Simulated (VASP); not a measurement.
# GaN in VASP: further runs

Runs on GaN. Level: PBE. Tasks: single point.

Program: VASP 6.6.1. These are calculated values, not measurements. Logs are shortened: lines on timing, memory, paths and dates and some standing lists are left out, and cuts for length are marked.

### Step 1. The cell of the first run

The cell holds a slab with vacuum, 8 atoms: a = 3.216 Å, b = 4.548 Å, c = 20.824 Å, α = 90.00°, β = 90.00°, γ = 90.00°.

### Step 2. Single point, PBE

File INCAR:

```
ALGO     = Normal         # electronic algorithm
DIPOL    = 0.5 0.5 0.500
EDIFF    = 1E-6           # SCF threshold, eV
ENCUT    = 520            # plane-wave cutoff, eV
GGA      = PE             # functional
IDIPOL   = 3            
ISIF     = 2              # what is computed and relaxed
ISMEAR   = -1             # smearing method
LASPH    = True           # aspherical terms in the spheres
LCHARG   = True           # write CHGCAR
LDIPOL   = True         
LELF     = True           # ELF
LREAL    = False          # projectors in reciprocal space
LVACPOTAV= True         
LVHAR    = True         
LWAVE    = False          # write WAVECAR
NBANDS   = 46             # bands
NELM     = 100            # most SCF steps
PREC     = Accurate       # precision mode
SIGMA    = 0.02           # smearing width, eV
```

File KPOINTS:

```
k-points
0
Gamma
  8 6 1
```

File POSCAR:

```
GaN
1.0
    3.2162655405      0.0000000000      0.0000000000
    0.0000000000      4.5484863476      0.0000000000
    0.0000000000      0.0000000000     20.8244000000
Ga N
4 4
Direct
    0.0000000000      0.8750000000      0.3841647704
    0.5000000000      0.3750000000      0.4613882565
    0.0000000000      0.8750000000      0.5386117430
    0.5000000000      0.3750000000      0.6158352296
    0.5000000000      0.6250000000      0.3841647704
    0.0000000000      0.1250000000      0.4613882565
    0.5000000000      0.6250000000      0.5386117430
    0.0000000000      0.1250000000      0.6158352296
```

Potentials or basis: VASP PAW PBE potentials, release 64 (Ga_d, N).

Started as:

```console
$ cat potpaw_PBE.64/Ga_d/POTCAR potpaw_PBE.64/N/POTCAR > POTCAR
$ mpirun -np 1 vasp_std > vasp.out
```

OUTCAR:

```text
EDIFF = 1E-6
   ENCUT = 520
   GGA = PE
   ISIF = 2
   ISMEAR = -1
   LASPH = True
   LREAL = False
   NELM = 100
   PREC = Accurate

 ion  position               nearest neighbor table
   1  0.000  0.875  0.384-   6 1.97   5 1.97   5 1.97
   2  0.500  0.375  0.461-   5 1.97   6 1.97   6 1.97   7 1.97
   3  0.000  0.875  0.539-   7 1.97   7 1.97   6 1.97   8 1.97
   4  0.500  0.375  0.616-   8 1.97   8 1.97   7 1.97
   5  0.500  0.625  0.384-   2 1.97   1 1.97   1 1.97
   6  0.000  0.125  0.461-   1 1.97   2 1.97   2 1.97   3 1.97
   7  0.500  0.625  0.539-   3 1.97   3 1.97   2 1.97   4 1.97
   8  0.000  0.125  0.616-   4 1.97   4 1.97   3 1.97

  LATTYP: Found a simple orthorhombic cell.
 ALAT       =     3.2162655405
 B/A-ratio  =     1.4142135624
 C/A-ratio  =     6.4747141484

  Lattice vectors:

 A1 = (   3.2162655405,   0.0000000000,   0.0000000000)
 A2 = (   0.0000000000,   4.5484863476,   0.0000000000)
 A3 = (   0.0000000000,   0.0000000000,  20.8244000000)

Analysis of symmetry for initial positions (statically):
=====================================================================
 Subroutine PRICEL returns:
 Original cell was already a primitive cell.

 Routine SETGRP: Setting up the symmetry group for a
 simple orthorhombic supercell.

 Subroutine GETGRP returns: Found  4 space group operations
 (whereof  2 operations were pure point group operations)
 out of a pool of  8 trial point group operations.

The static configuration has the point symmetry C_1h.
 The point group associated with its full space group is C_2v.

Analysis of symmetry for dynamics (positions and initial velocities):
=====================================================================
 Subroutine PRICEL returns:
 Original cell was already a primitive cell.

 Routine SETGRP: Setting up the symmetry group for a
 simple orthorhombic supercell.

 Subroutine GETGRP returns: Found  4 space group operations
 (whereof  2 operations were pure point group operations)
 out of a pool of  8 trial point group operations.

The dynamic configuration has the point symmetry C_1h.
 The point group associated with its full space group is C_2v.

 Subroutine INISYM returns: Found  4 space group operations
 (whereof  2 operations are pure point group operations),
 and found     1 'primitive' translations

----------------------------------------------------------------------------------------

                                     Primitive cell

  volume of cell :     304.6431

  direct lattice vectors                    reciprocal lattice vectors
     3.216265540  0.000000000  0.000000000     0.310919601  0.000000000  0.000000000
     0.000000000  4.548486348  0.000000000     0.000000000  0.219853359  0.000000000
     0.000000000  0.000000000 20.824400000     0.000000000  0.000000000  0.048020591

  length of vectors
     3.216265540  4.548486348 20.824400000     0.310919601  0.219853359  0.048020591

  position of ions in fractional coordinates (direct lattice)
     0.000000000  0.875000000  0.384164770
     0.500000000  0.375000000  0.461388257
     0.000000000  0.875000000  0.538611743
     0.500000000  0.375000000  0.615835230
     0.500000000  0.625000000  0.384164770
     0.000000000  0.125000000  0.461388257
     0.500000000  0.625000000  0.538611743
     0.000000000  0.125000000  0.615835230

  ion indices of the primitive-cell ions
   primitive index   ion index
                 1           1
                 2           2
                 3           3
                 4           4
                 5           5
                 6           6
                 7           7
                 8           8

----------------------------------------------------------------------------------------

 KPOINTS: k-points

Automatic generation of k-mesh.
 Grid dimensions read from file:
 generate k-points for:    8    6    1

 Generating k-lattice:

  Cartesian coordinates                     Fractional coordinates (reciprocal lattice)
     0.038864950  0.000000000  0.000000000     0.125000000  0.000000000  0.000000000
     0.000000000  0.036642226  0.000000000     0.000000000  0.166666667  0.000000000
     0.000000000  0.000000000  0.048020591     0.000000000  0.000000000  1.000000000

  Length of vectors
     0.038864950  0.036642226  0.048020591

  Shift w.r.t. Gamma in fractional coordinates (k-lattice)
     0.000000000  0.000000000  0.000000000

 Subroutine IBZKPT returns following result:
 ===========================================

 Found     20 irreducible k-points:

 Following reciprocal coordinates:
            Coordinates               Weight
  0.000000  0.000000  0.000000      1.000000
  0.125000  0.000000  0.000000      2.000000
  0.250000  0.000000  0.000000      2.000000
  0.375000  0.000000  0.000000      2.000000
  0.500000  0.000000  0.000000      1.000000
  0.000000  0.166667  0.000000      2.000000
[... 12 lines left out ...]
  0.375000  0.500000  0.000000      2.000000
  0.500000  0.500000  0.000000      1.000000
   k-points           NKPTS =     20   k-points in BZ     NKDIM =     20   number of bands    NBANDS=     46
   number of dos      NEDOS =    301   number of ions     NIONS =      8
   total plane-waves  NPLWV = 138240
   dimension x,y,z NGX =    24 NGY =   36 NGZ =  160
   dimension x,y,z NGXF=    48 NGYF=   72 NGZF=  320
   ions per type =               4   4
   NGX,Y,Z   is equivalent  to a cutoff of  12.41, 13.16, 12.77 a.u.
   NGXF,Y,Z  is equivalent  to a cutoff of  24.81, 26.32, 25.55 a.u.
 SYSTEM =  unknown system
   PREC   = accura    normal or accurate (medium, high low for compatibility)
   ISTART =      0    job   : 0-new  1-cont  2-samecut
   ICHARG =      2    charge: 1-file 2-atom 10-const
   ISPIN  =      1    spin polarized calculation?
   LNONCOLLINEAR =      F non collinear calculations
   LSORBIT =      F    spin-orbit coupling
   LASPH  =      T    aspherical Exc in radial PAW
   ENCUT  =  520.0 eV  38.22 Ry    6.18 a.u.   5.98  8.46 38.72*2*pi/ulx,y,z
   NELM   =    100;   NELMIN=  2; NELMDL= -5     # of ELM steps
   EDIFF  = 0.1E-05   stopping-criterion for ELM
   LREAL  =      F    real-space projection
[... 7 lines left out ...]
   TEBEG  =    0.0;   TEEND  =   0.0 temperature during run
   PSTRESS=    0.0 pullay stress
   NELECT =      72.0000    total number of electrons
   NUPDOWN=      -1.0000    fix difference up-down
   EMIN   =  10.00;   EMAX   =-10.00  energy-range for DOS
   EFERMI =   0.00;   METHOD = LEGACY
   ISMEAR =    -1;   SIGMA  =   0.02  broadening in eV -4-tet -1-fermi 0-gaus
   EFERMI_NEDOS =   21; number of points for ismear=-14 and -15
   IALGO  =     38    algorithm
   IMIX   =      4    mixing-type and parameters
     AMIX     =   0.40;   BMIX     =  1.00
     AMIX_MAG =   1.60;   BMIX_MAG =  1.00
  volume/ion in A,a.u.               =      38.08       256.98
  Fermi-wavevector in a.u.,A,eV,Ry     =   1.012174  1.912732 13.939121  1.024496
  Thomas-Fermi vector in A             =   2.145268
   LORBIT       =      0    0 simple, 1 ext, 2 COOP (PROOUT), +10 PAW based schemes
   GGA     = PE    functional components
   LHFCALC =     F    Hartree Fock is set to
   AEXX    =    0.0000 exact exchange contribution
   IVDW    =     0    specifies the selected vdW correction
   LEPSILON=     F    determine dielectric tensor
   LRPA    =     F    only Hartree local field effects (RPA)
 non-spin polarized calculation
  energy-cutoff  :      520.00
  volume of cell :      304.64
 maximum number of plane-waves:      8268
 NGX is ok and might be reduce to    24
   NGX = 11   NGY = 17   NGZ = 77

 dipolmoment           0.000000      0.000000     -0.000000 electrons x Angstroem

 number of electron      72.0000041 magnetization

 dipolmoment           0.000000      0.000000      0.000000 electrons x Angstroem

 Free energy of the ion-electron system (eV)
  ---------------------------------------------------
  ext. energy  EPLUGINS =         0.00000000
  ---------------------------------------------------
  free energy    TOTEN  =       -44.63822181 eV

  energy without entropy =      -44.63822181  energy(sigma->0) =      -44.63822181

 E-fermi :  -1.6995     XC(G=0):  -4.3816

 val. band max:       -2.0678568738   @ k =   0.1250   0.3333   0.0000
 cond. band min:      -1.3822042077   @ k =   0.0000   0.0000   0.0000
 fundamental gap:      0.6856526662
 Fermi energy:        -1.6995163345

 k-point     1 :       0.0000    0.0000    0.0000
  band No.  band energies     occupation
      1     -17.6011      2.00000
      2     -17.1121      2.00000
      3     -16.5527      2.00000
      4     -16.5454      2.00000
      5     -15.8557      2.00000
      6     -15.8046      2.00000
[... 38 lines left out ...]
     45       4.3627      0.00000
     46       4.9056      0.00000

 k-point     2 :       0.1250    0.0000    0.0000
  band No.  band energies     occupation
      1     -17.5221      2.00000
      2     -17.0961      2.00000
      3     -16.5378      2.00000
      4     -16.5299      2.00000
      5     -15.8601      2.00000
      6     -15.8433      2.00000
[... 38 lines left out ...]
     45       4.9176      0.00000
     46       5.0841      0.00000

 k-point     3 :       0.2500    0.0000    0.0000
  band No.  band energies     occupation
      1     -17.3419      2.00000
      2     -17.0679      2.00000
      3     -16.5173      2.00000
      4     -16.5107      2.00000
      5     -15.8582      2.00000
      6     -15.8535      2.00000
[... 822 lines left out ...]
     45       5.9463      0.00000
     46       5.9463      0.00000

 k-point    20 :       0.5000    0.5000    0.0000
  band No.  band energies     occupation
      1     -17.0986      2.00000
      2     -17.0986      2.00000
      3     -16.5289      2.00000
      4     -16.5289      2.00000
      5     -15.8338      2.00000
      6     -15.8338      2.00000
[... 38 lines left out ...]
     45       6.3204      0.00000
     46       6.3204      0.00000

------------------------ aborting loop because EDIFF is reached ----------------------------------------

  FORCE on cell =-STRESS in cart. coord.  units (eV):
  Direction    XX          YY          ZZ          XY          YZ          ZX
  --------------------------------------------------------------------------------------
  -------------------------------------------------------------------------------------
  Total       -3.2646187     -5.2607547     -1.5035452      0.0000000      0.0000000      0.0000000
  in kB      -17.1692672    -27.6673359     -7.9074376      0.0000000      0.0000000      0.0000000
  external PRESSURE =     -17.5813469 kB  Pullay stress =       0.0000000 kB

 VOLUME and BASIS-vectors are now :
 -----------------------------------------------------------------------------
  energy-cutoff  :      520.00
  volume of cell :      304.64
      direct lattice vectors                 reciprocal lattice vectors
     3.216265540  0.000000000  0.000000000     0.310919601  0.000000000  0.000000000
     0.000000000  4.548486348  0.000000000     0.000000000  0.219853359  0.000000000
     0.000000000  0.000000000 20.824400000     0.000000000  0.000000000  0.048020591

 POSITION                                       TOTAL-FORCE (eV/Angst)
 -----------------------------------------------------------------------------------
      0.00000      3.97993      8.00000         0.000000     -2.265405      1.406013
      1.60813      1.70568      9.60813         0.000000      0.170503     -0.523333
      0.00000      3.97993     11.21627         0.000000      0.170503      0.523333
      1.60813      1.70568     12.82440         0.000000     -2.265405     -1.406013
      1.60813      2.84280      8.00000         0.000000      1.412751     -0.702272
      0.00000      0.56856      9.60813         0.000000      0.682151     -0.689827
      1.60813      2.84280     11.21627         0.000000      0.682151      0.689827
      0.00000      0.56856     12.82440         0.000000      1.412751      0.702272
 -----------------------------------------------------------------------------------
    total drift:                                0.000000      0.000114      0.000022

  FREE ENERGIE OF THE ION-ELECTRON SYSTEM (eV)
  ---------------------------------------------------
  free  energy   TOTEN  =       -44.6382218133 eV

  energy  without entropy=      -44.6382218093  energy(sigma->0) =      -44.63822181

 vacuum level on the upper side and lower side of the slab         3.159         3.159
```

Run time: 13 min. Hardware: 1 thread of Intel Xeon 8259CL, shared host; peak memory 0.48 GiB.

Results:

| Item | Value |
| --- | --- |
| Free energy | -44.6382 eV |
| Largest force | 2.666 eV/Å |
| Band gap on the k mesh | 0.69 eV (least direct gap 0.70 eV) |

Forces on the atoms (eV/Å):
```
Ga   0.000 -2.265  1.406
Ga   0.000  0.171 -0.523
Ga   0.000  0.171  0.523
Ga   0.000 -2.265 -1.406
N    0.000  1.413 -0.702
N    0.000  0.682 -0.690
N    0.000  0.682  0.690
N    0.000  1.413  0.702
```

Caveat: semilocal functionals underestimate gaps, and a narrow one can read as zero.

### Step 3. Single point, PBE

File INCAR:

```
PREC = Accurate
ENCUT = 520
EDIFF = 1E-6
ISMEAR = -1
SIGMA = 0.02
LREAL = False
LASPH = True
NELM = 60
ALGO = Normal
ISIF = 2
LWAVE = False
LCHARG = False
LDIPOL = True
IDIPOL = 3
DIPOL = 0.5 0.5 0.500
GGA = PE
NBANDS = 46
```

File KPOINTS:

```
regular mesh
0
Gamma
  8 6 1
```

File POSCAR:

```
GaN
1.0
    3.2162655405      0.0000000000      0.0000000000
    0.0000000000      4.5484863476      0.0000000000
    0.0000000000      0.0000000000     20.8244000000
Ga N
4 4
Direct
    0.0000000000      0.8388526372      0.3947853182
    0.5000000000      0.3829061757      0.4578318904
    0.0000000000      0.8829060040      0.5421681881
    0.5000000000      0.3388527936      0.6052146853
    0.5000000000      0.6389935103      0.3826538084
    0.0000000000      0.1392475005      0.4609881059
    0.5000000000      0.6392475587      0.5390118585
    0.0000000000      0.1389938199      0.6173461441
```

Potentials or basis: VASP PAW PBE potentials, release 64 (Ga_d, N).

Started as:

```console
$ cat potpaw_PBE.64/Ga_d/POTCAR potpaw_PBE.64/N/POTCAR > POTCAR
$ mpirun -np 1 vasp_std > vasp.out
```

Run time: 14 min. Hardware: 1 thread of Intel Xeon 8259CL, shared host; peak memory 0.48 GiB.

It converged, with:

* Free energy: -45.5489 eV
* Largest force: 0.025 eV/Å
* Band gap on the k mesh: 1.53 eV (least direct gap 1.71 eV)

Forces in eV/Å, atoms in the order of the input:
```
Ga   0.000 -0.022 -0.012
Ga   0.000 -0.004 -0.006
Ga   0.000 -0.004  0.006
Ga   0.000 -0.022  0.012
N    0.000  0.020 -0.003
N    0.000  0.006 -0.006
N    0.000  0.006  0.006
N    0.000  0.020  0.003
```

Levels at points of the mesh, in eV from the valence-band top:
```tsv
k point	band 33	band 34	band 35	band 36	band 37	band 38	band 39	band 40
(0.00, 0.00, 0.00)	-0.60	-0.35	-0.23	-0.18	1.53	3.04	3.88	4.70
(0.50, 0.00, 0.00)	-1.83	-1.83	-0.33	-0.33	3.02	3.02	4.71	4.71
(0.00, 0.50, 0.00)	-1.11	-1.11	-0.24	-0.24	3.40	3.40	4.72	4.72
(0.50, 0.50, 0.00)	-1.43	-1.43	-0.36	-0.36	3.34	3.34	5.87	5.87
```

### Step 4. Single point, PBE

File INCAR:

```
SYSTEM = GaN
PREC = Accurate
ENCUT = 520
EDIFF = 1E-6
ISMEAR = -1
SIGMA = 0.02
LREAL = .FALSE.
LASPH = .TRUE.
NELM = 60
ALGO = Normal
ISIF = 2
LWAVE = .FALSE.
LCHARG = .FALSE.
LDIPOL = .TRUE.
IDIPOL = 3
DIPOL = 0.5 0.5 0.500
GGA = PE
NBANDS = 46
```

File KPOINTS:

```
regular mesh
0
G
  8 6 1
  0 0 0
```

POSCAR is that of step 3.

Started as:

```console
$ cat potpaw_PBE.64/Ga_d/POTCAR potpaw_PBE.64/N/POTCAR > POTCAR
$ mpirun -np 1 vasp_std > vasp.out
```

It took 13 min on 1 thread of Intel Xeon 8259CL, shared host; peak memory 0.48 GiB.

The run converged. Its results:

```
Free energy            : -45.5489 eV
Largest force          : 0.025 eV/Å
Band gap on the k mesh : 1.53 eV (least direct gap 1.71 eV)
```

Forces on the atoms (eV/Å):
```
Ga   0.000 -0.022 -0.012
Ga   0.000 -0.004 -0.006
Ga   0.000 -0.004  0.006
Ga   0.000 -0.022  0.012
N    0.000  0.020 -0.003
N    0.000  0.006 -0.006
N    0.000  0.006  0.006
N    0.000  0.020  0.003
```

Levels at points of the mesh, in eV from the valence-band top:
| k point | band 34 | band 35 | band 36 | band 37 | band 38 | band 39 |
| --- | --- | --- | --- | --- | --- | --- |
| (0.00, 0.00, 0.00) | -0.35 | -0.23 | -0.18 | 1.53 | 3.04 | 3.88 |
| (0.50, 0.00, 0.00) | -1.83 | -0.33 | -0.33 | 3.02 | 3.02 | 4.71 |
| (0.00, 0.50, 0.00) | -1.11 | -0.24 | -0.24 | 3.40 | 3.40 | 4.72 |
| (0.50, 0.50, 0.00) | -1.43 | -0.36 | -0.36 | 3.34 | 3.34 | 5.87 |
